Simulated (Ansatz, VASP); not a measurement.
## Two plane-wave programs on Ta

```
Ta
1.0
    -1.84203    1.65948    1.90841
     1.84203   -1.65948    1.90841
     1.84203    1.65948   -1.90841
Ta
1
Cartesian
  0.0000 0.0000 0.0000
```

Change from the starting cell: normal strain along x +0.1100, normal strain along z +0.1500.

Alike in both runs: task single point; functional PBE; k mesh 18 × 18 × 18; occupations gaussian, width 0.15 eV; no spin polarisation.

|  | VASP | Ansatz |
| --- | --- | --- |
| version | VASP 6.6.1 | Ansatz 0.2.0 |
| potentials or method | VASP PAW PBE potentials, release 64 (Ta_pv), cutoff 520 eV | scalar-relativistic, plane waves, PAW |
| valence electrons in the cell | 11 | 13 |

```csv
,VASP,Ansatz,Ansatz less VASP
gap on the k mesh at the Fermi level (eV),none,none,-
pressure (GPa),-28.9,-28.8,+0.09
"traceless stress, the component that is largest in VASP (GPa)",-1.30,-1.30,+0.004
```

A gap of «none» marks a metal or a gap that the smearing closes. Both programs put the cell under strong tension, so it lies far from rest at this level. VASP's potentials hold 11 valence electrons a cell and Ansatz's 13, so a difference there can come from the potentials and not from the codes.

Spin-orbit coupling is off throughout.
